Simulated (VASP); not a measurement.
# Si (Cmce) in VASP: single point with PBE

Aim: the single point of Si with PBE.

Everything below comes from runs of VASP 6.6.1. Logs are shortened: lines on timing, memory, paths and dates and some standing lists are left out, and cuts for length are marked.

### 1 The cell of the first run

The structure is orthorhombic, space group Cmce (No. 64). The conventional cell has a = 7.972 Å, b = 4.790 Å, c = 4.767 Å, α = 90.00°, β = 90.00°, γ = 90.00°. Within 3.2 Å of Si (site symmetry m) lie 13 Si at 2.36 to 3.15 Å. Within 3.2 Å of Si (site symmetry 2) lie 12 Si at 2.44 to 3.15 Å.

### 2 Single point, PBE (11.38 Å³/atom)

Input file INCAR:

```
SYSTEM = Si
ALGO     = Normal         ! electronic algorithm
EDIFF    = 1E-6           ! SCF threshold, eV
ENCUT    = 520            ! plane-wave cutoff, eV
GGA      = PE             ! functional
ISIF     = 2              ! what is computed and relaxed
ISMEAR   = -1             ! smearing method
LASPH    = .True.         ! aspherical terms in the spheres
LCHARG   = .False.        ! write CHGCAR
LREAL    = .False.        ! projectors in reciprocal space
LWAVE    = .False.        ! write WAVECAR
NBANDS   = 26             ! bands
NELM     = 80             ! most SCF steps
PREC     = Accurate       ! precision mode
SIGMA    = 0.05           ! smearing width, eV
```

Input file KPOINTS:

```
k-points
0
Gamma
  12 12 10
  0 0 0
```

Input file POSCAR:

```
Si
1.0
    3.9862259299     -2.3950574129      0.0000000000
    3.9862259299      2.3950574129      0.0000000000
    0.0000000000      0.0000000000      4.7674658148
Si
8
Direct
    0.8256571655      0.1743428345      0.3256252028
    0.6743428345      0.3256571655      0.8256252028
    0.1743428345      0.8256571655      0.6743747972
    0.3256571655      0.6743428345      0.1743747972
    0.2175109445      0.2175109445      0.0000000000
    0.2824890555      0.2824890555      0.5000000000
    0.7824890555      0.7824890555      0.0000000000
    0.7175109445      0.7175109445      0.5000000000
```

Potentials or basis: VASP PAW PBE potentials, release 64 (Si).

Run with:

```bash
> cat potpaw_PBE.64/Si/POTCAR > POTCAR
> mpirun -np 1 vasp_std > vasp.out
```

OUTCAR:

```text
SYSTEM = Si
   EDIFF = 1E-6
   ENCUT = 520
   GGA = PE
   ISIF = 2
   ISMEAR = -1
   LASPH = .True.
   LREAL = .False.
   NELM = 80
   PREC = Accurate

 ion  position               nearest neighbor table
   1  0.826  0.174  0.326-   3 2.36   5 2.47   7 2.47   8 2.48   6 2.48   2 2.49   2 2.49   4 2.50
                             4 2.50   6 2.54   8 2.54
   2  0.674  0.326  0.826-   4 2.36   6 2.47   8 2.47   5 2.48   7 2.48   1 2.49   1 2.49   3 2.50
                             3 2.50   7 2.54   5 2.54
   3  0.174  0.826  0.674-   1 2.36   5 2.47   7 2.47   8 2.48   6 2.48   4 2.49   4 2.49   2 2.50
                             2 2.50   6 2.54   8 2.54
   4  0.326  0.674  0.174-   2 2.36   6 2.47   8 2.47   5 2.48   7 2.48   3 2.49   3 2.49   1 2.50
                             1 2.50   7 2.54   5 2.54
   5  0.218  0.218  0.000-   6 2.44   6 2.44   7 2.45   7 2.45   1 2.47   3 2.47   4 2.48   2 2.48
                             2 2.54   4 2.54
   6  0.282  0.282  0.500-   5 2.44   5 2.44   8 2.45   8 2.45   2 2.47   4 2.47   1 2.48   3 2.48
                             3 2.54   1 2.54
   7  0.782  0.782  0.000-   8 2.44   8 2.44   5 2.45   5 2.45   1 2.47   3 2.47   4 2.48   2 2.48
                             2 2.54   4 2.54
   8  0.718  0.718  0.500-   7 2.44   7 2.44   6 2.45   6 2.45   2 2.47   4 2.47   1 2.48   3 2.48
                             3 2.54   1 2.54

  LATTYP: Found a base centered orthorhombic cell.
 ALAT       =     4.7901148258
 B/A-ratio  =     1.6643550624
 C/A-ratio  =     0.9952717186

  Lattice vectors:

 A1 = (  -3.9862259299,  -2.3950574129,   0.0000000000)
 A2 = (   3.9862259299,  -2.3950574129,   0.0000000000)
 A3 = (   0.0000000000,   0.0000000000,   4.7674658148)

Analysis of symmetry for initial positions (statically):
=====================================================================
 Subroutine PRICEL returns:
 Original cell was already a primitive cell.

 Routine SETGRP: Setting up the symmetry group for a
 base centered orthorhombic supercell.

 Subroutine GETGRP returns: Found  8 space group operations
 (whereof  4 operations were pure point group operations)
 out of a pool of  8 trial point group operations.

The static configuration has the point symmetry C_2h.
 The point group associated with its full space group is D_2h.

Analysis of symmetry for dynamics (positions and initial velocities):
=====================================================================
 Subroutine PRICEL returns:
 Original cell was already a primitive cell.

 Routine SETGRP: Setting up the symmetry group for a
 base centered orthorhombic supercell.

[... 124 lines left out ...]
   ISYM   =      2    0-nonsym 1-usesym 2-fastsym
   POTIM  = 0.5000    time-step for ionic-motion
   TEBEG  =    0.0;   TEEND  =   0.0 temperature during run
   PSTRESS=    0.0 pullay stress
   NELECT =      32.0000    total number of electrons
   NUPDOWN=      -1.0000    fix difference up-down
   EMIN   =  10.00;   EMAX   =-10.00  energy-range for DOS
   EFERMI =   0.00;   METHOD = LEGACY
   ISMEAR =    -1;   SIGMA  =   0.05  broadening in eV -4-tet -1-fermi 0-gaus
   EFERMI_NEDOS =   21; number of points for ismear=-14 and -15
   IALGO  =     38    algorithm
   IMIX   =      4    mixing-type and parameters
     AMIX     =   0.40;   BMIX     =  1.00
     AMIX_MAG =   1.60;   BMIX_MAG =  1.00
  volume/ion in A,a.u.               =      11.38        76.79
  Fermi-wavevector in a.u.,A,eV,Ry     =   1.155384  2.183359 18.162583  1.334912
  Thomas-Fermi vector in A             =   2.292013
   LORBIT       =      0    0 simple, 1 ext, 2 COOP (PROOUT), +10 PAW based schemes
   GGA     = PE    functional components
   LHFCALC =     F    Hartree Fock is set to
   AEXX    =    0.0000 exact exchange contribution
   IVDW    =     0    specifies the selected vdW correction
   LEPSILON=     F    determine dielectric tensor
   LRPA    =     F    only Hartree local field effects (RPA)
 non-spin polarized calculation
  energy-cutoff  :      520.00
  volume of cell :       91.03
 maximum number of plane-waves:      2479
   NGX = 17   NGY = 17   NGZ = 17

 number of electron      32.0000002 magnetization

 Free energy of the ion-electron system (eV)
  ---------------------------------------------------
  ext. energy  EPLUGINS =         0.00000000
  ---------------------------------------------------
  free energy    TOTEN  =       -37.35597143 eV

  energy without entropy =      -37.33546781  energy(sigma->0) =      -37.34571962

 E-fermi :  13.5200     XC(G=0): -12.1752

 val. band max:       13.5197484767   @ k =   0.5000   0.0000   0.5000
 cond. band min:      13.5222160225   @ k =   0.5000   0.1667   0.0000
 fundamental gap:      0.0024675458
 Fermi energy:        13.5199985615

 k-point     1 :       0.0000    0.0000    0.0000
  band No.  band energies     occupation
      1      -3.2340      2.00000
      2       2.8387      2.00000
      3       3.2481      2.00000
      4       4.6779      2.00000
      5       5.2766      2.00000
      6       5.3125      2.00000
[... 685 lines left out ...]
     25      19.4388      0.00000
     26      19.9739      0.00000

 [... further k-points ...]

------------------------ aborting loop because EDIFF is reached ----------------------------------------

  FORCE on cell =-STRESS in cart. coord.  units (eV):
  Direction    XX          YY          ZZ          XY          YZ          ZX
  --------------------------------------------------------------------------------------
  -------------------------------------------------------------------------------------
  Total       22.6137789     22.6712190     22.2447205      0.0000000      0.0000000      0.0000000
  in kB      398.0047925    399.0157452    391.5093289      0.0000000      0.0000000      0.0000000
  external PRESSURE =     396.1766222 kB  Pullay stress =       0.0000000 kB

 VOLUME and BASIS-vectors are now :
 -----------------------------------------------------------------------------
  energy-cutoff  :      520.00
  volume of cell :       91.03
      direct lattice vectors                 reciprocal lattice vectors
     3.986225930 -2.395057413  0.000000000     0.125431927 -0.208763263  0.000000000
     3.986225930  2.395057413  0.000000000     0.125431927  0.208763263  0.000000000
     0.000000000  0.000000000  4.767465815     0.000000000  0.000000000  0.209755044

 POSITION                                       TOTAL-FORCE (eV/Angst)
 -----------------------------------------------------------------------------------
      3.98623     -1.55994      1.55241        -0.000000     -0.004791      0.004661
      3.98623     -0.83512      3.93614        -0.000000      0.004791      0.004661
      3.98623      1.55994      3.21506        -0.000000      0.004791     -0.004661
      3.98623      0.83512      0.83133        -0.000000     -0.004791     -0.004661
      1.73410      0.00000      0.00000         0.003119      0.000000      0.000000
      2.25213      0.00000      2.38373        -0.003119      0.000000     -0.000000
      6.23836      0.00000      0.00000        -0.003119      0.000000      0.000000
      5.72032      0.00000      2.38373         0.003119      0.000000      0.000000
 -----------------------------------------------------------------------------------
    total drift:                               -0.000000      0.000000     -0.000000

  FREE ENERGIE OF THE ION-ELECTRON SYSTEM (eV)
  ---------------------------------------------------
  free  energy   TOTEN  =       -37.3559714294 eV

  energy  without entropy=      -37.3354678122  energy(sigma->0) =      -37.34571962
```

OSZICAR:

```text
N       E                     dE             d eps       ncg     rms          rms(c)
DAV:   1     0.662085329199E+02    0.66209E+02   -0.13342E+04 13416   0.109E+03
DAV:   2    -0.334023901642E+02   -0.99611E+02   -0.92120E+02 16696   0.166E+02
DAV:   3    -0.375614220615E+02   -0.41590E+01   -0.40167E+01 17396   0.283E+01
DAV:   4    -0.376020001898E+02   -0.40578E-01   -0.40376E-01 16336   0.313E+00
DAV:   5    -0.376023274904E+02   -0.32730E-03   -0.32705E-03 17142   0.256E-01    0.124E+01
DAV:   6    -0.374421708409E+02    0.16016E+00   -0.51065E-02 15988   0.108E+00    0.711E+00
DAV:   7    -0.373569773671E+02    0.85193E-01   -0.68547E-02 15482   0.118E+00    0.543E-01
DAV:   8    -0.373563693370E+02    0.60803E-03   -0.32730E-03 16218   0.308E-01    0.299E-01
DAV:   9    -0.373559802998E+02    0.38904E-03   -0.43702E-04 16002   0.102E-01    0.130E-01
DAV:  10    -0.373559738461E+02    0.64538E-05   -0.14408E-05 16998   0.199E-02    0.408E-02
DAV:  11    -0.373559727516E+02    0.10945E-05   -0.13848E-06 10106   0.577E-03    0.829E-03
DAV:  12    -0.373559714688E+02    0.12827E-05   -0.61902E-07  8364   0.360E-03    0.230E-03
DAV:  13    -0.373559714294E+02    0.39480E-07   -0.64642E-08  8064   0.148E-03
   1 F= -.37355971E+02 E0= -.37345720E+02  d E =-.205036E-01
```

stdout:

```text
POSCAR found type information on POSCAR Si
 POSCAR found :  1 types and       8 ions
 scaLAPACK will be used
 LDA part: xc-table for (Slater+PW92), standard interpolation
 POSCAR, INCAR and KPOINTS ok, starting setup
 FFT: planning ... GRIDC
 FFT: planning ... GRID_SOFT
 FFT: planning ... GRID
 WAVECAR not read
 entering main loop
```

It took 3.5 min on 1 thread of Intel Xeon 6975P-C (Granite Rapids), shared host; peak memory 0.48 GiB.

Results:

- Free energy: -37.3560 eV
- Pressure: 39.6 GPa
- Largest force: 0.007 eV/Å
- Band gap on the k mesh: zero (bands 16 and 17 overlap by 4.05 eV)

Forces on the atoms (eV/Å):
```
Si   0.000 -0.005  0.005
Si   0.000  0.005  0.005
Si   0.000  0.005 -0.005
Si   0.000 -0.005 -0.005
Si   0.003  0.000  0.000
Si  -0.003  0.000  0.000
Si  -0.003  0.000  0.000
Si   0.003  0.000  0.000
```

Stress tensor (GPa, compression positive):
```
39.80  0.00  0.00
 0.00 39.90  0.00
 0.00  0.00 39.15
```

Levels at points of the mesh, in eV from the Fermi level:
```csv
k point,band 13,band 14,band 15,band 16,band 17,band 18,band 19,band 20
"(0.00, 0.00, 0.00)",-2.91,-2.89,-2.50,-2.21,-1.69,-1.10,-0.84,-0.51
"(0.50, 0.00, 0.00)",-2.49,-2.49,-1.52,-1.52,1.48,1.48,3.19,3.19
"(0.50, 0.50, 0.00)",-2.46,-1.98,-1.39,-1.38,2.13,2.76,3.13,3.21
"(0.00, 0.00, 0.50)",-6.00,-6.00,-2.93,-2.93,4.26,4.26,4.60,4.60
"(0.50, 0.00, 0.50)",-1.17,-1.17,0.00,0.00,0.17,0.17,0.69,0.69
"(0.50, 0.50, 0.50)",-0.80,-0.80,-0.43,-0.43,0.14,0.14,0.35,0.35
```

Caveat: the cell stands under pressure.
